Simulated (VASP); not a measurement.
Here is a VASP 6.6.1 calculation.

Contents of POSCAR:

```
Al
1.0
    2.8827667353      0.0000000000      0.0000000000
   -1.4413833676      2.4965492260      0.0000000000
    0.0000000000      0.0000000000      4.7451787500
Al
2
Direct
    0.6666666667      0.3333333333      0.7500000000
    0.3333333333      0.6666666667      0.2500000000
```

File INCAR.step1:

```
SYSTEM = Al
PREC = Accurate ; ENCUT = 520
ISMEAR = 0 ; SIGMA = 0.15
LREAL = .FALSE. ; LASPH = .TRUE.
NELM = 100 ; NBANDS = 10
GGA = PE ; ALGO = Normal
EDIFF = 1E-4 ; LWAVE = .TRUE.
LCHARG = .FALSE.
```

File INCAR.step2:

```
SYSTEM = Al
PREC = Accurate ; ENCUT = 520
EDIFF = 1E-6 ; ISMEAR = 0
SIGMA = 0.15 ; LREAL = .FALSE.
LASPH = .TRUE. ; NELM = 100
ALGO = Normal ; ISIF = 2
LWAVE = .FALSE. ; LCHARG = .FALSE.
METAGGA = R2SCAN ; LMIXTAU = .TRUE.
NBANDS = 10 ; ISTART = 1
```

The input KPOINTS:

```
regular mesh
0
G
  18 18 10
  0 0 0
```

Potentials or basis: VASP PAW PBE potentials, release 64 (Al).

Command:

```sh
$ cat potpaw_PBE.64/Al/POTCAR > POTCAR
$ cp INCAR.step1 INCAR
$ mpirun -np 1 vasp_std > vasp.out
$ cp INCAR.step2 INCAR
$ mpirun -np 1 vasp_std > vasp.out
```

**Question.** Estimate the band gap on the k mesh.

**Answer.** Zero (band 3 reaches 11.92 eV, above the bottom of band 4 at 4.37 eV).

**Question.** Estimate the pressure.

**Answer.** -5.2 GPa.

Stress tensor (GPa, compression positive):
```
-5.16  0.00  0.00
 0.00 -5.16  0.00
 0.00  0.00 -5.29
```

Caveat: the cell differs from its parent crystal (strain +0.025 along x and y, -0.025 along z); the PAW data sets were made with another functional, which shifts forces and pressure a little.
